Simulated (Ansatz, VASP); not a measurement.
**AgCl in VASP and in Ansatz**

```
CELL_PARAMETERS angstrom
0.00000 2.82861 2.77315
2.82861 0.00000 2.77315
2.82861 2.82861 0.00000
ATOMIC_POSITIONS crystal
Ag 0.50000 0.50000 0.50000
Cl 0.00000 0.00000 0.00000
```

Change from the starting cell: equal xx and yy strain of +2 %.

Alike in both runs: task single point; functional PBE; k mesh 8 × 8 × 8; occupations fermi-dirac, width 0.02 eV; no spin polarisation.

|  | VASP | Ansatz |
| --- | --- | --- |
| version | VASP 6.6.1 | Ansatz 0.2.0 |
| potentials or method | VASP PAW PBE potentials, release 64 (Ag, Cl), cutoff 520 eV | all-electron LAPW, scalar-relativistic |

Ansatz gave:

```
gap on the k mesh at the Fermi level (eV)                     : 0.87
pressure (GPa)                                                : -0.2
traceless stress, the component that is largest in VASP (GPa) : 0.19
```

Problem. Which values does VASP return?

Solution. gap on the k mesh at the Fermi level (eV): 0.87; pressure (GPa): -0.3; traceless stress, the component that is largest in VASP (GPa): 0.18.

Ansatz ran all-electron here, and VASP with PAW potentials.
